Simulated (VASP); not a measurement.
A run of VASP 6.6.1 is set up as follows.

INCAR

```
ALGO     = Normal         # electronic algorithm
EDIFF    = 1E-6           # SCF threshold, eV
EDIFFG   = -0.002         # ionic threshold
ENCUT    = 600            # plane-wave cutoff, eV
GGA      = PS             # functional
IBRION   = 2              # ionic algorithm
ISIF     = 3              # what is computed and relaxed
ISMEAR   = 0              # smearing method
LASPH    = True           # aspherical terms in the spheres
LCHARG   = False          # write CHGCAR
LREAL    = False          # projectors in reciprocal space
LWAVE    = False          # write WAVECAR
NELM     = 60             # most SCF steps
NSW      = 100            # ionic steps
PREC     = Accurate       # precision mode
PSTRESS  = 40.0         
SIGMA    = 0.01           # smearing width, eV
```

File KPOINTS:

```
k-points
0
Gamma
  8 8 8
```

File POSCAR:

```
Si
1.0
    0.0000000000      2.7168137247      2.7168137247
    2.7168137247      0.0000000000      2.7168137247
    2.7168137247      2.7168137247      0.0000000000
Si
2
Direct
    0.2500000000      0.2500000000      0.2500000000
    0.0000000000      0.0000000000      0.0000000000
```

Potentials or basis: VASP PAW PBE potentials, release 64 (Si).

Command:

```sh
$ cat potpaw_PBE.64/Si/POTCAR > POTCAR
$ mpirun -np 1 vasp_std > vasp.out
```

Predict the relaxed cell.

a = 3.794 Å, b = 3.794 Å, c = 3.794 Å, α = 60.00°, β = 60.00°, γ = 60.00°.

Estimate the band gap on the k mesh.

0.44 eV, indirect (least direct gap 2.53 eV).

Final structure:
```xyz
2
Lattice="0.0000 2.6828 2.6828 2.6828 0.0000 2.6828 2.6828 2.6828 0.0000" Properties=species:S:1:pos:R:3 pbc="T T T"
Si    1.3414    1.3414    1.3414
Si    0.0000    0.0000    0.0000
```

Caveat: the cell is relaxed towards a set pressure, so the enthalpy falls and the energy may rise. PBEsol gaps usually lie below the measured ones, often by a third to a half.
